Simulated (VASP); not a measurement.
# ScSi2 (P6/mmm) in VASP: notebook, part 2 of 2

VASP 6.6.1.

## (3) Single point, revPBE

File INCAR:

```
ALGO = Normal ; EDIFF = 1E-6
ENCUT = 520 ; GGA = RE
ISIF = 2 ; ISMEAR = -1
LASPH = T ; LCHARG = F
LREAL = F ; LWAVE = F
NBANDS = 16 ; NELM = 80
PREC = Accurate ; SIGMA = 0.1
```

File KPOINTS:

```
k-points
0
Gamma
  11 11 9
```

File POSCAR:

```
ScSi2
1.0
    3.6600000000      0.0000000000      0.0000000000
   -1.8300000000      3.1696530000      0.0000000000
    0.0000000000      0.0000000000      3.8700000000
Sc Si
1 2
Direct
    0.0000000000      0.0000000000      0.0000000000
    0.3333333333      0.6666666667      0.5000000000
    0.6666666667      0.3333333333      0.5000000000
```

Potentials or basis: VASP PAW PBE potentials, release 64 (Sc_sv, Si).

Run with:

```
cat potpaw_PBE.64/Sc_sv/POTCAR potpaw_PBE.64/Si/POTCAR > POTCAR
mpirun -np 1 vasp_std > vasp.out
```

OUTCAR:

```text
EDIFF = 1E-6
   ENCUT = 520
   GGA = RE
   ISIF = 2
   ISMEAR = -1
   LASPH = T
   LREAL = F
   NELM = 80
   PREC = Accurate

 ion  position               nearest neighbor table
   1  0.000  0.000  0.000-   2 2.87   3 2.87   2 2.87   3 2.87   3 2.87   3 2.87   2 2.87   2 2.87
                             3 2.87   3 2.87   2 2.87   2 2.87
   2  0.333  0.667  0.500-   3 2.11   3 2.11   3 2.11   1 2.87   1 2.87   1 2.87   1 2.87   1 2.87
                             1 2.87
   3  0.667  0.333  0.500-   2 2.11   2 2.11   2 2.11   1 2.87   1 2.87   1 2.87   1 2.87   1 2.87
                             1 2.87

  LATTYP: Found a hexagonal cell.
 ALAT       =     3.6600000000
 C/A-ratio  =     1.0573770492

  Lattice vectors:

 A1 = (   3.6600000000,   0.0000000000,   0.0000000000)
 A2 = (  -1.8300000000,   3.1696530000,   0.0000000000)
 A3 = (   0.0000000000,   0.0000000000,   3.8700000000)

Analysis of symmetry for initial positions (statically):
=====================================================================
 Subroutine PRICEL returns:
 Original cell was already a primitive cell.

 Routine SETGRP: Setting up the symmetry group for a
 hexagonal supercell.
[... 165 lines left out ...]
  free energy    TOTEN  =       -16.56045237 eV

  energy without entropy =      -16.50968924  energy(sigma->0) =      -16.53507081

 E-fermi :   9.3076     XC(G=0): -11.1886

 val. band max:        9.2685738528   @ k =   0.1818   0.0909   0.3333
 cond. band min:       9.3398329760   @ k =   0.2727   0.0909   0.1111
 fundamental gap:      0.0712591231
 Fermi energy:         9.3075812842

 k-point     1 :       0.0000    0.0000    0.0000
  band No.  band energies     occupation
      1     -40.3893      2.00000
      2     -19.0359      2.00000
      3     -18.9755      2.00000
      4     -18.9755      2.00000
      5      -4.5653      2.00000
      6       5.7217      2.00000
[... 433 lines left out ...]
      3     -19.0309      2.00000
      4     -18.9906      2.00000
      5      -3.6652      2.00000
      6       3.0924      2.00000
[... 8 lines left out ...]
     15      12.7877      0.00000
     16      13.9628      0.00000

 [... further k-points ...]
[... 5 lines left out ...]
  --------------------------------------------------------------------------------------
  -------------------------------------------------------------------------------------
  Total       11.0586730     11.0586732      0.8751126      0.0000000     -0.0000000     -0.0000000
  in kB      394.6479292    394.6479347     31.2299106      0.0000000     -0.0000000     -0.0000000
  external PRESSURE =     273.5085915 kB  Pullay stress =       0.0000000 kB

 VOLUME and BASIS-vectors are now :
 -----------------------------------------------------------------------------
  energy-cutoff  :      520.00
  volume of cell :       44.90
      direct lattice vectors                 reciprocal lattice vectors
     3.660000000  0.000000000  0.000000000     0.273224044  0.157745974  0.000000000
    -1.830000000  3.169653000  0.000000000     0.000000000  0.315491948  0.000000000
     0.000000000  0.000000000  3.870000000     0.000000000  0.000000000  0.258397933

 POSITION                                       TOTAL-FORCE (eV/Angst)
 -----------------------------------------------------------------------------------
      0.00000      0.00000      0.00000        -0.000000      0.000000      0.000000
     -0.00000      2.11310      1.93500        -0.000000      0.000000      0.000000
      1.83000      1.05655      1.93500         0.000000     -0.000000      0.000000
 -----------------------------------------------------------------------------------
    total drift:                               -0.000000      0.000000      0.000000

  FREE ENERGIE OF THE ION-ELECTRON SYSTEM (eV)
  ---------------------------------------------------
  free  energy   TOTEN  =       -16.5604523742 eV

  energy  without entropy=      -16.5096892378  energy(sigma->0) =      -16.53507081
```

OSZICAR:

```text
N       E                     dE             d eps       ncg     rms          rms(c)
DAV:   1     0.117921621516E+03    0.11792E+03   -0.81253E+03  2600   0.112E+03
DAV:   2    -0.130924923048E+02   -0.13101E+03   -0.12766E+03  2592   0.326E+02
DAV:   3    -0.186978067665E+02   -0.56053E+01   -0.53899E+01  4016   0.639E+01
DAV:   4    -0.188102724420E+02   -0.11247E+00   -0.11236E+00  3200   0.907E+00
DAV:   5    -0.188135189978E+02   -0.32466E-02   -0.32464E-02  3936   0.154E+00    0.119E+01
DAV:   6    -0.165901814335E+02    0.22233E+01   -0.82499E+00  4264   0.268E+01    0.531E+00
DAV:   7    -0.165738523455E+02    0.16329E-01   -0.27173E-01  3136   0.354E+00    0.309E+00
DAV:   8    -0.165630852613E+02    0.10767E-01   -0.52833E-02  3736   0.264E+00    0.559E-01
DAV:   9    -0.165608027877E+02    0.22825E-02   -0.26012E-02  3936   0.172E+00    0.211E-01
DAV:  10    -0.165614056883E+02   -0.60290E-03   -0.12820E-02  3848   0.109E+00    0.189E-01
DAV:  11    -0.165604470426E+02    0.95865E-03   -0.46789E-03  3832   0.684E-01    0.122E-02
DAV:  12    -0.165604529593E+02   -0.59167E-05   -0.75879E-05  2888   0.554E-02    0.219E-02
DAV:  13    -0.165604523742E+02    0.58512E-06   -0.22321E-06  3296   0.128E-02
   1 F= -.16560452E+02 E0= -.16535071E+02  d E =-.507631E-01
```

Run time: 82 s. Hardware: 1 thread of Intel Xeon 8259CL, shared host; peak memory 0.2 GiB.

Results:

- Free energy: -16.5605 eV
- Pressure: 27.4 GPa
- Band gap on the k mesh: zero (an odd number of electrons rules out a gap without spin polarisation)

Stress tensor (GPa, compression positive):
```
39.46  0.00  0.00
 0.00 39.46  0.00
 0.00  0.00  3.12
```

Levels at points of the mesh, in eV from the Fermi level:
| k point | band 5 | band 6 | band 7 | band 8 | band 9 | band 10 | band 11 | band 12 | band 13 | band 14 |
| --- | --- | --- | --- | --- | --- | --- | --- | --- | --- | --- |
| (0.00, 0.00, 0.00) | -13.87 | -3.59 | -3.47 | -3.47 | -2.09 | 1.06 | 1.06 | 1.21 | 1.65 | 1.65 |

Caveat: the cell stands under pressure; the PAW data sets were made with another functional, which shifts forces and pressure a little.

## (4) Single point, revPBE

File INCAR:

```
SYSTEM = ScSi2
PREC = Accurate
ENCUT = 520
EDIFF = 1E-6
ISMEAR = -1
SIGMA = 0.1
LREAL = .False.
LASPH = .True.
NELM = 60
ALGO = Normal
ISIF = 2
LWAVE = .False.
LCHARG = .False.
GGA = RE
NBANDS = 16
```

File KPOINTS:

```
Automatic mesh
0
Gamma
  11 11 9
  0 0 0
```

POSCAR is that of step 3.

Run with:

```
cat potpaw_PBE.64/Sc_sv/POTCAR potpaw_PBE.64/Si/POTCAR > POTCAR
mpirun -np 1 vasp_std > vasp.out
```

Run time: 78 s. Hardware: 1 thread of Intel Xeon 8259CL, shared host; peak memory 0.2 GiB.

The run converged. Its results:

```
Free energy            : -16.5605 eV
Pressure               : 27.4 GPa
Band gap on the k mesh : zero (an odd number of electrons rules out a gap without spin polarisation)
```

Stress tensor (GPa, compression positive):
```
39.46  0.00  0.00
 0.00 39.46  0.00
 0.00  0.00  3.12
```

Levels at points of the mesh, in eV from the Fermi level:
```tsv
k point	band 7	band 8	band 9	band 10	band 11	band 12
(0.00, 0.00, 0.00)	-3.47	-3.47	-2.09	1.06	1.06	1.21
```

Caveat: the cell stands under pressure; the PAW data sets were made with another functional, which shifts forces and pressure a little.
